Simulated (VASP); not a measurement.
# ZrO2 (Fm-3m) in VASP: a series of runs

The runs below take ZrO2 through relaxation of cell and atoms, with PBE.

All numbers are computed with VASP 6.6.1; they aren't measurements. Logs are shortened: lines on timing, memory, paths and dates and some standing lists are left out, and cuts for length are marked.

**1. The cell of the first run**

It takes space group Fm-3m (No. 225, cubic). The conventional cell has a = 5.070 Å, b = 5.070 Å, c = 5.070 Å, α = 90.00°, β = 90.00°, γ = 90.00°. Zr (site symmetry m-3m) has 8 O at 2.20 Å within 2.9 Å. Within 2.9 Å of O (site symmetry -43m) lie 4 Zr at 2.20 Å and 6 O at 2.54 Å.

**2. Relaxation of cell and atoms, PBE, target pressure 4 GPa, at which the enthalpy is minimised**

INCAR reads:

```
SYSTEM = ZrO2
PREC     = Accurate       ! precision mode
ENCUT    = 600            ! plane-wave cutoff, eV
EDIFF    = 1E-7           ! SCF threshold, eV
ISMEAR   = 0              ! smearing method
SIGMA    = 0.01           ! smearing width, eV
LREAL    = .False.        ! projectors in reciprocal space
LASPH    = .True.         ! aspherical terms in the spheres
NELM     = 120            ! most SCF steps
ALGO     = Normal         ! electronic algorithm
ISIF     = 3              ! what is computed and relaxed
LWAVE    = .False.        ! write WAVECAR
LCHARG   = .False.        ! write CHGCAR
GGA      = PE             ! functional
IBRION   = 2              ! ionic algorithm
NSW      = 80             ! ionic steps
EDIFFG   = -0.01          ! ionic threshold
PSTRESS  = 40.0         
GGA_COMPAT= .False.      
NELMIN   = 4
```

KPOINTS reads:

```
Automatic mesh
0
Gamma
  8 8 8
  0 0 0
```

POSCAR reads:

```
ZrO2
1.0
    0.0000000000      2.5350000000      2.5350000000
    2.5350000000      0.0000000000      2.5350000000
    2.5350000000      2.5350000000      0.0000000000
Zr O
1 2
Direct
    0.0000000000      0.0000000000      0.0000000000
    0.2500000000      0.2500000000      0.2500000000
    0.7500000000      0.7500000000      0.7500000000
```

Potentials or basis: VASP PAW PBE potentials, release 64 (Zr_sv, O).

Launch:

```
> cat potpaw_PBE.64/Zr_sv/POTCAR potpaw_PBE.64/O/POTCAR > POTCAR
> mpirun -np 1 vasp_std > vasp.out
```

OUTCAR:

```text
SYSTEM = ZrO2
   PREC = Accurate
   ENCUT = 600
   EDIFF = 1E-7
   ISMEAR = 0
   LREAL = .False.
   LASPH = .True.
   NELM = 120
   ISIF = 3
   GGA = PE
   IBRION = 2
   NSW = 80
   EDIFFG = -0.01
   PSTRESS = 40.0
   NELMIN = 4

 ion  position               nearest neighbor table
   1  0.000  0.000  0.000-   3 2.20   3 2.20   3 2.20   2 2.20   3 2.20   2 2.20   2 2.20   2 2.20

   2  0.250  0.250  0.250-   1 2.20   1 2.20   1 2.20   1 2.20
   3  0.750  0.750  0.750-   1 2.20   1 2.20   1 2.20   1 2.20

  LATTYP: Found a face centered cubic cell.
 ALAT       =     5.0700000000

  Lattice vectors:

 A1 = (   0.0000000000,   2.5350000000,   2.5350000000)
 A2 = (   2.5350000000,   0.0000000000,   2.5350000000)
 A3 = (   2.5350000000,   2.5350000000,   0.0000000000)

Analysis of symmetry for initial positions (statically):
=====================================================================
 Subroutine PRICEL returns:
 Original cell was already a primitive cell.

 Routine SETGRP: Setting up the symmetry group for a
 face centered cubic supercell.

 Subroutine GETGRP returns: Found 48 space group operations
 (whereof 48 operations were pure point group operations)
 out of a pool of 48 trial point group operations.

The static configuration has the point symmetry O_h .

Analysis of symmetry for dynamics (positions and initial velocities):
=====================================================================
 Subroutine PRICEL returns:
 Original cell was already a primitive cell.

 Routine SETGRP: Setting up the symmetry group for a
 face centered cubic supercell.

 Subroutine GETGRP returns: Found 48 space group operations
 (whereof 48 operations were pure point group operations)
 out of a pool of 48 trial point group operations.

The dynamic configuration has the point symmetry O_h .

 Subroutine INISYM returns: Found 48 space group operations
 (whereof 48 operations are pure point group operations),
 and found     1 'primitive' translations

----------------------------------------------------------------------------------------

                                     Primitive cell

  volume of cell :      32.5810

  direct lattice vectors                    reciprocal lattice vectors
     0.000000000  2.535000000  2.535000000    -0.197238659  0.197238659  0.197238659
     2.535000000  0.000000000  2.535000000     0.197238659 -0.197238659  0.197238659
     2.535000000  2.535000000  0.000000000     0.197238659  0.197238659 -0.197238659

  length of vectors
     3.585031381  3.585031381  3.585031381     0.341627378  0.341627378  0.341627378

  position of ions in fractional coordinates (direct lattice)
     0.000000000  0.000000000  0.000000000
     0.250000000  0.250000000  0.250000000
     0.750000000  0.750000000  0.750000000

  ion indices of the primitive-cell ions
   primitive index   ion index
                 1           1
                 2           2
                 3           3

----------------------------------------------------------------------------------------

 KPOINTS: Automatic mesh

Automatic generation of k-mesh.
 Grid dimensions read from file:
 generate k-points for:    8    8    8

 Generating k-lattice:

  Cartesian coordinates                     Fractional coordinates (reciprocal lattice)
    -0.024654832  0.024654832  0.024654832     0.125000000  0.000000000  0.000000000
     0.024654832 -0.024654832  0.024654832     0.000000000  0.125000000  0.000000000
     0.024654832  0.024654832 -0.024654832     0.000000000  0.000000000  0.125000000

  Length of vectors
     0.042703422  0.042703422  0.042703422

  Shift w.r.t. Gamma in fractional coordinates (k-lattice)
     0.000000000  0.000000000  0.000000000

 Subroutine IBZKPT returns following result:
 ===========================================

 Found     29 irreducible k-points:

 Following reciprocal coordinates:
            Coordinates               Weight
  0.000000  0.000000  0.000000      1.000000
  0.125000  0.000000  0.000000      8.000000
  0.250000  0.000000  0.000000      8.000000
  0.375000  0.000000  0.000000      8.000000
  0.500000  0.000000  0.000000      4.000000
  0.125000  0.125000  0.000000      6.000000
[... 16 lines left out ...]
  0.500000  0.250000  0.125000     48.000000
 -0.375000  0.250000  0.125000     24.000000
 [... further k-points ...]
   k-points           NKPTS =     29   k-points in BZ     NKDIM =     29   number of bands    NBANDS=     16
   number of dos      NEDOS =    301   number of ions     NIONS =      3
   total plane-waves  NPLWV =  27000
   dimension x,y,z NGX =    30 NGY =   30 NGZ =   30
   dimension x,y,z NGXF=    60 NGYF=   60 NGZF=   60
   ions per type =               1   2
   NGX,Y,Z   is equivalent  to a cutoff of  13.91, 13.91, 13.91 a.u.
   NGXF,Y,Z  is equivalent  to a cutoff of  27.82, 27.82, 27.82 a.u.
 SYSTEM =  ZrO2
   PREC   = accura    normal or accurate (medium, high low for compatibility)
   ISTART =      0    job   : 0-new  1-cont  2-samecut
   ICHARG =      2    charge: 1-file 2-atom 10-const
   ISPIN  =      1    spin polarized calculation?
   LNONCOLLINEAR =      F non collinear calculations
   LSORBIT =      F    spin-orbit coupling
   LASPH  =      T    aspherical Exc in radial PAW
   ENCUT  =  600.0 eV  44.10 Ry    6.64 a.u.   7.16  7.16  7.16*2*pi/ulx,y,z
   NELM   =    120;   NELMIN=  4; NELMDL= -5     # of ELM steps
   EDIFF  = 0.1E-06   stopping-criterion for ELM
   LREAL  =      F    real-space projection
   EDIFFG = -.1E-01   stopping-criterion for IOM
   NSW    =     80    number of steps for IOM
   IBRION =      2    ionic relax: 0-MD 1-quasi-New 2-CG
   NFREE  =      1    steps in history (QN), initial steepest desc. (CG)
   ISIF   =      3    stress and relaxation
   ISYM   =      2    0-nonsym 1-usesym 2-fastsym
   POTIM  = 0.5000    time-step for ionic-motion
   TEBEG  =    0.0;   TEEND  =   0.0 temperature during run
   PSTRESS=   40.0 pullay stress
   NELECT =      24.0000    total number of electrons
   NUPDOWN=      -1.0000    fix difference up-down
   EMIN   =  10.00;   EMAX   =-10.00  energy-range for DOS
   EFERMI =   0.00;   METHOD = LEGACY
   ISMEAR =     0;   SIGMA  =   0.01  broadening in eV -4-tet -1-fermi 0-gaus
   EFERMI_NEDOS =   21; number of points for ismear=-14 and -15
   IALGO  =     38    algorithm
   IMIX   =      4    mixing-type and parameters
     AMIX     =   0.40;   BMIX     =  1.00
     AMIX_MAG =   1.60;   BMIX_MAG =  1.00
  volume/ion in A,a.u.               =      10.86        73.29
  Fermi-wavevector in a.u.,A,eV,Ry     =   1.478509  2.793977 29.742181  2.185989
  Thomas-Fermi vector in A             =   2.592781
   LORBIT       =      0    0 simple, 1 ext, 2 COOP (PROOUT), +10 PAW based schemes
   GGA     = PE    functional components
   LHFCALC =     F    Hartree Fock is set to
   AEXX    =    0.0000 exact exchange contribution
   IVDW    =     0    specifies the selected vdW correction
   LEPSILON=     F    determine dielectric tensor
   LRPA    =     F    only Hartree local field effects (RPA)
 conjugate gradient relaxation of ions
 non-spin polarized calculation
 Gauss-broadening in eV      SIGMA  =   0.01
  energy-cutoff  :      600.00
  volume of cell :       32.58
 maximum number of plane-waves:      1106
 NGX is ok and might be reduce to    30
   NGX = 15   NGY = 15   NGZ = 15

--------------------------------------- Ionic step        1  -------------------------------------------

 number of electron      23.9999997 magnetization

 Free energy of the ion-electron system (eV)
  ---------------------------------------------------
  ext. energy  EPLUGINS =         0.00000000
  ---------------------------------------------------
  free energy    TOTEN  =       -28.55177058 eV

  energy without entropy =      -28.55177058  energy(sigma->0) =      -28.55177058

------------------------ aborting loop because EDIFF is reached ----------------------------------------

  FORCE on cell =-STRESS in cart. coord.  units (eV):
  Direction    XX          YY          ZZ          XY          YZ          ZX
  --------------------------------------------------------------------------------------
  -------------------------------------------------------------------------------------
  Total        1.3941365      1.3941365      1.3941365     -0.0000000      0.0000000     -0.0000000
  in kB       68.5570321     68.5570321     68.5570321     -0.0000000      0.0000000     -0.0000000
  external PRESSURE =      28.5570321 kB  Pullay stress =      40.0000000 kB
[... 63 lines left out ...]
  enthalpy is  TOTEN    =       -27.7342912136 eV   P V=        0.8364188095

--------------------------------------- Ionic step        3  -------------------------------------------

 number of electron      23.9999995 magnetization

 Free energy of the ion-electron system (eV)
  ---------------------------------------------------
  ext. energy  EPLUGINS =         0.00000000
  ---------------------------------------------------
  free energy    TOTEN  =       -28.56404705 eV

  energy without entropy =      -28.56404705  energy(sigma->0) =      -28.56404705

 E-fermi :   7.3110     XC(G=0): -11.7863

 val. band max:        7.2295239236   @ k =   0.5000   0.5000   0.0000
 cond. band min:      10.5856742506   @ k =   0.0000   0.0000   0.0000
 fundamental gap:      3.3561503270
 Fermi energy:         7.3110052332

 k-point     1 :       0.0000    0.0000    0.0000
  band No.  band energies     occupation
      1     -40.8546      2.00000
      2     -18.6750      2.00000
      3     -18.6750      2.00000
      4     -18.6750      2.00000
      5     -10.9696      2.00000
      6      -8.4103      2.00000
[... 8 lines left out ...]
     15      13.8158      0.00000
     16      16.6051      0.00000
[... 420 lines left out ...]
  band No.  band energies     occupation
      1     -40.7999      2.00000
      2     -19.2669      2.00000
      3     -18.9512      2.00000
      4     -18.7849      2.00000
      5      -9.6146      2.00000
      6      -8.9969      2.00000
[... 8 lines left out ...]
     15      13.3802      0.00000
     16      14.5674      0.00000

 [... further k-points ...]

------------------------ aborting loop because EDIFF is reached ----------------------------------------

  FORCE on cell =-STRESS in cart. coord.  units (eV):
  Direction    XX          YY          ZZ          XY          YZ          ZX
  --------------------------------------------------------------------------------------
  -------------------------------------------------------------------------------------
  Total        0.8212807      0.8212807      0.8212807      0.0000000     -0.0000000     -0.0000000
  in kB       39.9408073     39.9408073     39.9408073      0.0000000     -0.0000000     -0.0000000
  external PRESSURE =      -0.0591927 kB  Pullay stress =      40.0000000 kB
[... 18 lines left out ...]
  FREE ENERGIE OF THE ION-ELECTRON SYSTEM (eV)
  ---------------------------------------------------
  free  energy   TOTEN  =       -28.5640470544 eV

  energy  without entropy=      -28.5640470544  energy(sigma->0) =      -28.56404705

  enthalpy is  TOTEN    =       -27.7415492016 eV   P V=        0.8224978529

 reached required accuracy - stopping structural energy minimisation
```

It took 33 s on 1 thread of AMD EPYC 9R45 (Zen 5), shared host; peak memory 0.15 GiB.

Results:

```
Free energy                                                : -28.5640 eV
Relaxed volume                                             : 10.98 Å³/atom
Relaxed cell                                               : a = 3.598 Å, b = 3.598 Å, c = 3.598 Å, α = 60.00°, β = 60.00°, γ = 60.00°
Space group after relaxing (to 0.1 Å)                      : Fm-3m (No. 225)
Energy change on relaxing (the run minimises the enthalpy) : -4.1 meV/atom
Ionic steps                                                : 3
Pressure after relaxing                                    : 4.0 GPa
Band gap on the k mesh                                     : 3.36 eV (least direct gap 3.80 eV)
```

Step by step:
```
step  energy change (eV)  largest force (eV/Å)  pressure (GPa)  volume (Å³)
   1              0.0000                0.0000            6.86        32.58
   2             -0.0189                0.0000           -0.10        33.50
   3             -0.0123                0.0000            3.99        32.94
```

Final structure:
```
CELL_PARAMETERS angstrom
0.00000 2.54440 2.54440
2.54440 0.00000 2.54440
2.54440 2.54440 0.00000
ATOMIC_POSITIONS crystal
Zr 0.00000 0.00000 0.00000
O 0.25000 0.25000 0.25000
O 0.75000 0.75000 0.75000
```

Levels at points of the mesh, in eV from the valence-band top:
| k point | band 10 | band 11 | band 12 | band 13 | band 14 | band 15 |
| --- | --- | --- | --- | --- | --- | --- |
| (0.00, 0.00, 0.00) | -0.53 | -0.53 | -0.53 | 3.36 | 3.36 | 6.59 |
| (0.50, 0.00, 0.00) | -2.47 | -1.64 | -1.64 | 4.00 | 4.00 | 6.09 |
| (0.50, 0.50, 0.00) | -1.51 | -1.51 | 0.00 | 3.80 | 4.74 | 5.84 |

Caveat: the cell is relaxed towards a set pressure, so the run minimises the enthalpy, not the energy. Zero-point motion and thermal expansion aren't in these numbers.

**3. Relaxation of cell and atoms, PBE, target pressure 6 GPa, at which the enthalpy is minimised**

INCAR reads:

```
PREC = Accurate
ENCUT = 600
EDIFF = 1E-7
ISMEAR = 0
SIGMA = 0.01
LREAL = F
LASPH = T
NELM = 120
ALGO = Normal
ISIF = 3
LWAVE = F
LCHARG = F
GGA = PE
IBRION = 2
NSW = 80
EDIFFG = -0.01
PSTRESS = 60.0
GGA_COMPAT = F
NELMIN = 4
```

KPOINTS reads:

```
Automatic mesh
0
Gamma
  8 8 8
```

POSCAR is that of step 2.

Potentials or basis: VASP PAW PBE potentials, release 64 (Zr_sv, O).

Launch:

```
> cat potpaw_PBE.64/Zr_sv/POTCAR potpaw_PBE.64/O/POTCAR > POTCAR
> mpirun -np 1 vasp_std > vasp.out
```

It took 32 s on 1 thread of AMD EPYC 9R45 (Zen 5), shared host; peak memory 0.15 GiB.

Results (log left out):

| Quantity | Value |
| --- | --- |
| Free energy | -28.5560 eV |
| Relaxed volume | 10.90 Å³/atom |
| Relaxed cell | a = 3.589 Å, b = 3.589 Å, c = 3.589 Å, α = 60.00°, β = 60.00°, γ = 60.00° |
| Space group after relaxing (to 0.1 Å) | Fm-3m (No. 225) |
| Energy change on relaxing (the run minimises the enthalpy) | -1.4 meV/atom |
| Ionic steps | 3 |
| Pressure after relaxing | 6.0 GPa |
| Band gap on the k mesh | 3.38 eV (least direct gap 3.83 eV) |

The path:
| step | energy change (eV) | largest force (eV/Å) | pressure (GPa) | volume (Å³) |
| --- | --- | --- | --- | --- |
| 1 | 0.0000 | 0.0000 | 6.86 | 32.58 |
| 2 | -0.0099 | 0.0000 | 4.68 | 32.86 |
| 3 | -0.0043 | 0.0000 | 6.00 | 32.69 |

Final structure:
```yaml
crystal:
  lattice:
    - [0.00000, 2.53776, 2.53776]
    - [2.53776, 0.00000, 2.53776]
    - [2.53776, 2.53776, 0.00000]
  atoms:
    - { symbol: Zr, position: [0.00000, 0.00000, 0.00000] }
    - { symbol: O, position: [0.25000, 0.25000, 0.25000] }
    - { symbol: O, position: [0.75000, 0.75000, 0.75000] }
```

Levels at points of the mesh, in eV from the valence-band top:
```csv
k point,band 9,band 10,band 11,band 12,band 13,band 14,band 15,band 16
"(0.00, 0.00, 0.00)",-5.28,-0.53,-0.53,-0.53,3.38,3.38,6.64,9.47
"(0.50, 0.00, 0.00)",-2.54,-2.48,-1.65,-1.65,4.03,4.03,6.16,8.55
"(0.50, 0.50, 0.00)",-3.16,-1.52,-1.52,0.00,3.83,4.79,5.91,7.35
```

Caveat: the cell is relaxed towards a set pressure, so the run minimises the enthalpy, not the energy. PBE usually gives volumes a little too large and moduli too small.

(Continued in part 2 of 2.)
